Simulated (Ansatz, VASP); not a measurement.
**PbS in VASP and in Ansatz**

```
Pb S
1.0
     0.00000    2.97485    2.97485
     2.97485    0.00000    2.97485
     2.97485    2.97485    0.00000
Pb S
1 1
Direct
  0.50000 0.50000 0.50000
  0.00000 0.00000 0.00000
```

Alike in both runs: task single point; functional PBEsol; k mesh 10 × 10 × 10; occupations gaussian, width 0.05 eV; no spin polarisation.

|  | VASP | Ansatz |
| --- | --- | --- |
| version | VASP 6.6.1 | Ansatz 0.2.0 |
| potentials or method | VASP PAW PBE potentials, release 64 (Pb_d, S), cutoff 520 eV | scalar-relativistic, plane waves, PAW |
| valence electrons in the cell | 20 | 20 |

|  | VASP | Ansatz | Ansatz less VASP |
| --- | --- | --- | --- |
| pressure (GPa) | -1.4 | -1.3 | +0.04 |

VASP's potentials were made for PBE, not for PBEsol.

Spin-orbit coupling is off throughout.
